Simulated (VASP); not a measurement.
# InSe (C2/m) in VASP: further runs

Runs on InSe. Level: r2SCAN. Tasks: single point.

Everything below comes from runs of VASP 6.6.1. Logs are shortened: lines on timing, memory, paths and dates and some standing lists are left out, and cuts for length are marked.

## Step 1: The cell of the first run

It takes space group C2/m (No. 12, monoclinic). The conventional cell has a = 11.730 Å, b = 4.137 Å, c = 5.107 Å, α = 90.00°, β = 109.86°, γ = 90.00°. In (site symmetry m) has 3 Se at 2.70 to 2.71 Å and 1 In at 2.82 Å within 3.6 Å. Within 3.6 Å of Se (site symmetry m) lie 3 In at 2.70 to 2.71 Å and 1 Se at 3.58 Å.

## Step 2: Single point, r2SCAN

POSCAR

```
InSe
1.0
    5.8649793859     -2.0682562983      0.0000000000
    5.8649793859      2.0682562983      0.0000000000
   -1.7346454858      0.0000000000      4.8029471088
In Se
2 2
Direct
    0.8882032500      0.8882032500      0.0468413600
    0.1117967500      0.1117967500      0.9531586400
    0.6609275900      0.6609275900      0.6689556200
    0.3390724100      0.3390724100      0.3310443800
```

INCAR.step1

```
SYSTEM = InSe
PREC     = Accurate       ! precision mode
ENCUT    = 520            ! plane-wave cutoff, eV
ISMEAR   = -1             ! smearing method
SIGMA    = 0.05           ! smearing width, eV
LREAL    = .False.        ! projectors in reciprocal space
LASPH    = .True.         ! aspherical terms in the spheres
NELM     = 100            ! most SCF steps
NBANDS   = 27             ! bands
GGA      = PE             ! functional
ALGO     = Normal         ! electronic algorithm
EDIFF    = 1E-4           ! SCF threshold, eV
LWAVE    = .True.         ! write WAVECAR
LCHARG   = .False.        ! write CHGCAR
```

INCAR.step2

```
SYSTEM = InSe
PREC     = Accurate       ! precision mode
ENCUT    = 520            ! plane-wave cutoff, eV
EDIFF    = 1E-6           ! SCF threshold, eV
ISMEAR   = -1             ! smearing method
SIGMA    = 0.05           ! smearing width, eV
LREAL    = .False.        ! projectors in reciprocal space
LASPH    = .True.         ! aspherical terms in the spheres
NELM     = 100            ! most SCF steps
ALGO     = Normal         ! electronic algorithm
ISIF     = 2              ! what is computed and relaxed
LWAVE    = .False.        ! write WAVECAR
LCHARG   = .False.        ! write CHGCAR
METAGGA  = R2SCAN         ! meta-GGA
LMIXTAU  = .True.       
NBANDS   = 27             ! bands
ISTART   = 1
```

KPOINTS

```
Automatic mesh
0
Gamma
  7 7 6
  0 0 0
```

Potentials or basis: VASP PAW PBE potentials, release 64 (In_d, Se).

Launch:

```
cat potpaw_PBE.64/In_d/POTCAR potpaw_PBE.64/Se/POTCAR > POTCAR
cp INCAR.step1 INCAR
mpirun -np 1 vasp_std > vasp.out
cp INCAR.step2 INCAR
mpirun -np 1 vasp_std > vasp.out
```

OUTCAR:

```text
SYSTEM = InSe
   PREC = Accurate
   ENCUT = 520
   EDIFF = 1E-6
   ISMEAR = -1
   LREAL = .False.
   LASPH = .True.
   NELM = 100
   ISIF = 2
   METAGGA = R2SCAN
   ISTART = 1

 ion  position               nearest neighbor table
   1  0.888  0.888  0.047-   4 2.70   4 2.70   3 2.71   2 2.82   2 3.74   2 3.74
   2  0.112  0.112  0.953-   3 2.70   3 2.70   4 2.71   1 2.82   1 3.74   1 3.74
   3  0.661  0.661  0.669-   2 2.70   2 2.70   1 2.71
   4  0.339  0.339  0.331-   1 2.70   1 2.70   2 2.71

  LATTYP: Found a base centered monoclinic cell.
 ALAT       =    11.7299587718
 B/A-ratio  =     0.3526451096
 C/A-ratio  =     0.4353462338
 COS(beta)  =    -0.3396874117

  Lattice vectors:

 A1 = (   5.8649793859,  -2.0682562983,   0.0000000000)
 A2 = (   5.8649793859,   2.0682562983,   0.0000000000)
 A3 = (  -1.7346454858,   0.0000000000,   4.8029471088)

Analysis of symmetry for initial positions (statically):
=====================================================================
 Subroutine PRICEL returns:
 Original cell was already a primitive cell.

 Routine SETGRP: Setting up the symmetry group for a
 base centered monoclinic supercell.

 Subroutine GETGRP returns: Found  4 space group operations
 (whereof  4 operations were pure point group operations)
 out of a pool of  4 trial point group operations.

The static configuration has the point symmetry C_2h.

Analysis of symmetry for dynamics (positions and initial velocities):
=====================================================================
 Subroutine PRICEL returns:
 Original cell was already a primitive cell.

 Routine SETGRP: Setting up the symmetry group for a
 base centered monoclinic supercell.

 Subroutine GETGRP returns: Found  4 space group operations
 (whereof  4 operations were pure point group operations)
 out of a pool of  4 trial point group operations.

The dynamic configuration has the point symmetry C_2h.

 Subroutine INISYM returns: Found  4 space group operations
 (whereof  4 operations are pure point group operations),
 and found     1 'primitive' translations

----------------------------------------------------------------------------------------

                                     Primitive cell

  volume of cell :     116.5222

  direct lattice vectors                    reciprocal lattice vectors
     5.864979386 -2.068256298  0.000000000     0.085251792 -0.241749536  0.030789770
     5.864979386  2.068256298  0.000000000     0.085251792  0.241749536  0.030789770
    -1.734645486  0.000000000  4.802947109     0.000000000  0.000000000  0.208205499

  length of vectors
     6.218976388  6.218976388  5.106593374     0.258183493  0.258183493  0.208205499

  position of ions in fractional coordinates (direct lattice)
     0.888203250  0.888203250  0.046841360
     0.111796750  0.111796750  0.953158640
     0.660927590  0.660927590  0.668955620
     0.339072410  0.339072410  0.331044380

  ion indices of the primitive-cell ions
   primitive index   ion index
                 1           1
                 2           2
                 3           3
                 4           4

----------------------------------------------------------------------------------------

 KPOINTS: Automatic mesh

Automatic generation of k-mesh.
 Grid dimensions read from file:
 generate k-points for:    7    7    6

 Generating k-lattice:

  Cartesian coordinates                     Fractional coordinates (reciprocal lattice)
     0.012178827 -0.034535648  0.004398539     0.142857143  0.000000000  0.000000000
     0.012178827  0.034535648  0.004398539     0.000000000  0.142857143  0.000000000
     0.000000000  0.000000000  0.034700917     0.000000000  0.000000000  0.166666667

  Length of vectors
     0.036883356  0.036883356  0.034700917

  Shift w.r.t. Gamma in fractional coordinates (k-lattice)
     0.000000000  0.000000000  0.000000000

 Subroutine IBZKPT returns following result:
 ===========================================

 Found     88 irreducible k-points:

 Following reciprocal coordinates:
            Coordinates               Weight
  0.000000  0.000000  0.000000      1.000000
  0.142857  0.000000  0.000000      4.000000
  0.285714  0.000000  0.000000      4.000000
  0.428571 -0.000000  0.000000      4.000000
  0.142857  0.142857  0.000000      2.000000
  0.285714  0.142857  0.000000      4.000000
[... 16 lines left out ...]
 -0.142857 -0.000000  0.166667      4.000000
  0.142857  0.142857  0.166667      2.000000
 [... further k-points ...]
   k-points           NKPTS =     88   k-points in BZ     NKDIM =     88   number of bands    NBANDS=     27
   number of dos      NEDOS =    301   number of ions     NIONS =      4
   total plane-waves  NPLWV =  92160
   dimension x,y,z NGX =    48 NGY =   48 NGZ =   40
   dimension x,y,z NGXF=    96 NGYF=   96 NGZF=   80
   ions per type =               2   2
   NGX,Y,Z   is equivalent  to a cutoff of  12.83, 12.83, 13.02 a.u.
[... 62 lines left out ...]
 cond. band min:       4.9544592224   @ k =   0.0000   0.0000   0.5000
 fundamental gap:      1.4617256966
 Fermi energy:         4.2453881281

 k-point     1 :       0.0000    0.0000    0.0000
  band No.  band energies     occupation
      1     -11.4539      2.00000
      2     -11.3357      2.00000
      3     -11.1598      2.00000
      4     -11.1246      2.00000
      5     -11.0895      2.00000
      6     -11.0823      2.00000
[... 19 lines left out ...]
     26      10.7178      0.00000
     27      12.2608      0.00000

 k-point     2 :       0.1429    0.0000    0.0000
  band No.  band energies     occupation
      1     -11.4491      2.00000
      2     -11.3329      2.00000
      3     -11.2227      2.00000
      4     -11.1116      2.00000
      5     -11.1059      2.00000
      6     -11.0695      2.00000
[... 19 lines left out ...]
     26      10.6155      0.00000
     27      12.6455      0.00000

 k-point     3 :       0.2857    0.0000    0.0000
  band No.  band energies     occupation
      1     -11.4443      2.00000
      2     -11.3352      2.00000
      3     -11.3014      2.00000
      4     -11.1405      2.00000
      5     -11.0913      2.00000
      6     -11.0661      2.00000
[... 19 lines left out ...]
     26      11.4123      0.00000
     27      11.7125      0.00000

 k-point     4 :       0.4286   -0.0000    0.0000
  band No.  band energies     occupation
      1     -11.4557      2.00000
      2     -11.3606      2.00000
      3     -11.3041      2.00000
      4     -11.1683      2.00000
      5     -11.0830      2.00000
      6     -11.0810      2.00000
[... 19 lines left out ...]
     26      10.8512      0.00000
     27      12.3722      0.00000

 k-point     5 :       0.1429    0.1429    0.0000
  band No.  band energies     occupation
      1     -11.4468      2.00000
      2     -11.3340      2.00000
      3     -11.1703      2.00000
      4     -11.1239      2.00000
      5     -11.0945      2.00000
      6     -11.0888      2.00000
[... 19 lines left out ...]
     26      10.6921      0.00000
     27      12.3739      0.00000

 k-point     6 :       0.2857    0.1429    0.0000
  band No.  band energies     occupation
      1     -11.4415      2.00000
      2     -11.3283      2.00000
      3     -11.2128      2.00000
      4     -11.1342      2.00000
      5     -11.1138      2.00000
      6     -11.0738      2.00000
[... 444 lines left out ...]
      1     -11.4527      2.00000
      2     -11.3717      2.00000
      3     -11.3102      2.00000
      4     -11.1676      2.00000
      5     -11.0832      2.00000
      6     -11.0780      2.00000
[... 19 lines left out ...]
     26      10.9336      0.00000
     27      11.7268      0.00000

 k-point    22 :      -0.2857   -0.0000    0.1667
  band No.  band energies     occupation
      1     -11.4438      2.00000
      2     -11.3367      2.00000
      3     -11.3103      2.00000
      4     -11.1428      2.00000
      5     -11.0903      2.00000
      6     -11.0646      2.00000
[... 19 lines left out ...]
     26      11.2526      0.00000
     27      11.5574      0.00000

 k-point    23 :      -0.1429   -0.0000    0.1667
  band No.  band energies     occupation
      1     -11.4526      2.00000
      2     -11.3326      2.00000
      3     -11.2236      2.00000
      4     -11.1116      2.00000
      5     -11.1073      2.00000
      6     -11.0697      2.00000
[... 19 lines left out ...]
     26      10.3216      0.00000
     27      12.3184      0.00000

 k-point    24 :       0.1429    0.1429    0.1667
  band No.  band energies     occupation
      1     -11.4508      2.00000
      2     -11.3329      2.00000
      3     -11.1704      2.00000
      4     -11.1225      2.00000
      5     -11.0957      2.00000
      6     -11.0882      2.00000
[... 19 lines left out ...]
     26      10.6081      0.00000
     27      11.9285      0.00000

 [... further k-points ...]

------------------------ aborting loop because EDIFF is reached ----------------------------------------

  FORCE on cell =-STRESS in cart. coord.  units (eV):
  Direction    XX          YY          ZZ          XY          YZ          ZX
  --------------------------------------------------------------------------------------
  -------------------------------------------------------------------------------------
  Total       -0.9479774     -0.8569109     -0.6566424      0.0000000      0.0000000     -0.0152118
  in kB      -13.0346660    -11.7825042     -9.0288173      0.0000000      0.0000000     -0.2091616
  external PRESSURE =     -11.2819959 kB  Pullay stress =       0.0000000 kB

 VOLUME and BASIS-vectors are now :
 -----------------------------------------------------------------------------
  energy-cutoff  :      520.00
  volume of cell :      116.52
      direct lattice vectors                 reciprocal lattice vectors
     5.864979386 -2.068256298  0.000000000     0.085251792 -0.241749536  0.030789770
     5.864979386  2.068256298  0.000000000     0.085251792  0.241749536  0.030789770
    -1.734645486  0.000000000  4.802947109     0.000000000  0.000000000  0.208205499

 POSITION                                       TOTAL-FORCE (eV/Angst)
 -----------------------------------------------------------------------------------
     10.33733      0.00000      0.22498        -0.095474      0.000000      0.011315
     -0.34202      0.00000      4.57797         0.095474      0.000000     -0.011315
      6.59225      0.00000      3.21296         0.017125      0.000000      0.140268
      3.40306      0.00000      1.58999        -0.017125      0.000000     -0.140268
 -----------------------------------------------------------------------------------
    total drift:                               -0.000000     -0.000000      0.000000

  FREE ENERGIE OF THE ION-ELECTRON SYSTEM (eV)
  ---------------------------------------------------
  free  energy   TOTEN  =       -76.3497301620 eV

  energy  without entropy=      -76.3497301508  energy(sigma->0) =      -76.34973016
```

It took 15 min on 1 thread of Intel Xeon 6975P-C, shared host; peak memory 0.49 GiB.

Results:

```yaml
Free_energy: -76.3497 eV
Pressure: -1.1 GPa
Largest_force: 0.141 eV/Å
Band_gap_on_the_k_mesh: 1.46 eV, indirect (least direct gap 1.55 eV)
```

Forces in eV/Å, atoms in the order of the input:
```
In  -0.095  0.000  0.011
In   0.095  0.000 -0.011
Se   0.017  0.000  0.140
Se  -0.017  0.000 -0.140
```

Caveat: the PAW data sets were made with another functional, which shifts forces and pressure a little; spin-orbit coupling is left out, which moves the levels of the heavy elements.

## Step 3: Single point, r2SCAN

This run uses another cell than the first one, of 29.70 Å³/atom, 1.020 times its volume.

POSCAR

```
InSe
1.0
    5.9030647348     -2.0816869103      0.0000000000
    5.9030647348      2.0816869103      0.0000000000
   -1.7459097331      0.0000000000      4.8341359509
In Se
2 2
Direct
    0.8882032500      0.8882032500      0.0468413600
    0.1117967500      0.1117967500      0.9531586400
    0.6609275900      0.6609275900      0.6689556200
    0.3390724100      0.3390724100      0.3310443800
```

INCAR.step1

```
SYSTEM = InSe
PREC = Accurate
ENCUT = 520
ISMEAR = -1
SIGMA = 0.05
LREAL = .FALSE.
LASPH = .TRUE.
NELM = 80
NBANDS = 27
GGA = PE
ALGO = Normal
EDIFF = 1E-4
LWAVE = .TRUE.
LCHARG = .FALSE.
```

INCAR.step2

```
SYSTEM = InSe
PREC = Accurate
ENCUT = 520
EDIFF = 1E-7
ISMEAR = -1
SIGMA = 0.05
LREAL = .FALSE.
LASPH = .TRUE.
NELM = 80
ALGO = Normal
ISIF = 2
LWAVE = .FALSE.
LCHARG = .FALSE.
METAGGA = R2SCAN
LMIXTAU = .TRUE.
NBANDS = 27
ISTART = 1
```

KPOINTS

```
Automatic mesh
0
G
  7 7 6
  0 0 0
```

Potentials or basis: VASP PAW PBE potentials, release 64 (In_d, Se).

Launch:

```
cat potpaw_PBE.64/In_d/POTCAR potpaw_PBE.64/Se/POTCAR > POTCAR
cp INCAR.step1 INCAR
mpirun -np 1 vasp_std > vasp.out
cp INCAR.step2 INCAR
mpirun -np 1 vasp_std > vasp.out
```

Run time: 21 min. Hardware: 1 thread of Intel Xeon 6975P-C, shared host; peak memory 0.5 GiB.

It converged, with:

```
Free energy            : -76.3281 eV
Pressure               : -2.0 GPa
Largest force          : 0.280 eV/Å
Band gap on the k mesh : 1.42 eV, indirect (least direct gap 1.48 eV)
```

Forces in eV/Å, atoms in the order of the input:
```
In  -0.172  0.000  0.029
In   0.172  0.000 -0.029
Se   0.009  0.000  0.280
Se  -0.009  0.000 -0.280
```

Stress tensor (GPa, compression positive):
```
-2.32  0.00 -0.05
 0.00 -2.11  0.00
-0.05  0.00 -1.66
```

Levels at points of the mesh, in eV from the valence-band top:
```
           k point  band 15  band 16  band 17  band 18  band 19  band 20  band 21  band 22  band 23  band 24
(0.00, 0.00, 0.00)    -3.58    -2.12    -1.93    -1.27    -1.12     2.88     3.32     4.05     5.13     5.92
(0.00, 0.00, 0.50)    -2.11    -1.75    -1.36    -1.06    -0.36     1.42     2.40     3.98     4.25     6.77
```

Caveat: the PAW data sets were made with another functional, which shifts forces and pressure a little; spin-orbit coupling is left out, which moves the levels of the heavy elements.

## Step 4: Single point, r2SCAN

This run uses another cell than the first one, of 30.27 Å³/atom, 1.039 times its volume.

POSCAR

```
InSe
1.0
    5.9406648870     -2.0949464201      0.0000000000
    5.9406648870      2.0949464201      0.0000000000
   -1.7570304771      0.0000000000      4.8649274559
In Se
2 2
Direct
    0.8882032500      0.8882032500      0.0468413600
    0.1117967500      0.1117967500      0.9531586400
    0.6609275900      0.6609275900      0.6689556200
    0.3390724100      0.3390724100      0.3310443800
```

INCAR.step1

```
ALGO = Normal ; EDIFF = 1E-4
ENCUT = 520 ; GGA = PE
ISMEAR = -1 ; LASPH = True
LCHARG = False ; LREAL = False
LWAVE = True ; NBANDS = 27
NELM = 80 ; PREC = Accurate
SIGMA = 0.05
```

INCAR.step2

```
ALGO = Normal ; EDIFF = 1E-7
ENCUT = 520 ; ISIF = 2
ISMEAR = -1 ; ISTART = 1
LASPH = True ; LCHARG = False
LMIXTAU = True ; LREAL = False
LWAVE = False ; METAGGA = R2SCAN
NBANDS = 27 ; NELM = 80
PREC = Accurate ; SIGMA = 0.05
```

KPOINTS

```
k-points
0
Gamma
  7 7 6
```

Launch:

```
cat potpaw_PBE.64/In_d/POTCAR potpaw_PBE.64/Se/POTCAR > POTCAR
cp INCAR.step1 INCAR
mpirun -np 1 vasp_std > vasp.out
cp INCAR.step2 INCAR
mpirun -np 1 vasp_std > vasp.out
```

Wall time 44 min (1 thread of Oxide Virtual Turin-like, shared host); peak memory 0.46 GiB.

It converged, with:

| Item | Value |
| --- | --- |
| Free energy | -76.2941 eV |
| Pressure | -2.8 GPa |
| Largest force | 0.407 eV/Å |
| Band gap on the k mesh | 1.38 eV, indirect (least direct gap 1.42 eV) |

Forces on the atoms (eV/Å):
```
In  -0.250  0.000  0.046
In   0.250  0.000 -0.046
Se   0.001  0.000  0.407
Se  -0.001  0.000 -0.407
```

Stress tensor (GPa, compression positive):
```
-3.22  0.00 -0.08
 0.00 -2.91  0.00
-0.08  0.00 -2.32
```

Levels at points of the mesh, in eV from the valence-band top:
| k point | band 17 | band 18 | band 19 | band 20 | band 21 | band 22 |
| --- | --- | --- | --- | --- | --- | --- |
| (0.00, 0.00, 0.00) | -1.89 | -1.23 | -1.10 | 2.80 | 3.33 | 4.01 |
| (0.00, 0.00, 0.50) | -1.31 | -1.04 | -0.36 | 1.38 | 2.39 | 3.93 |

Caveat: the PAW data sets were made with another functional, which shifts forces and pressure a little; spin-orbit coupling is left out, which moves the levels of the heavy elements.

## Step 5: Summary

```csv
cell,gap on the mesh (eV),pressure (GPa),largest force (eV/Å)
"a = 6.219, b = 6.219, c = 5.107 Å, angles 108.7, 108.7, 38.8°, 4 atoms",1.46,-1.1,0.14
"a = 6.259, b = 6.259, c = 5.140 Å, angles 108.7, 108.7, 38.8°, 4 atoms",1.42,-2.0,0.28
"a = 6.299, b = 6.299, c = 5.172 Å, angles 108.7, 108.7, 38.8°, 4 atoms",1.38,-2.8,0.41
```

Alike in all rows: task single point; level r2SCAN; potentials or basis VASP PAW PBE potentials, release 64 (In_d, Se); no spin polarisation; k mesh 7 × 7 × 6; cutoff (eV) 520; smearing fermi-dirac 0.05 eV.

Caveats: the PAW data sets were made with another functional, which shifts forces and pressure a little; spin-orbit coupling is left out, which moves the levels of the heavy elements.

Total energies depend on the potentials used, so only differences within one code and one set of settings carry meaning.
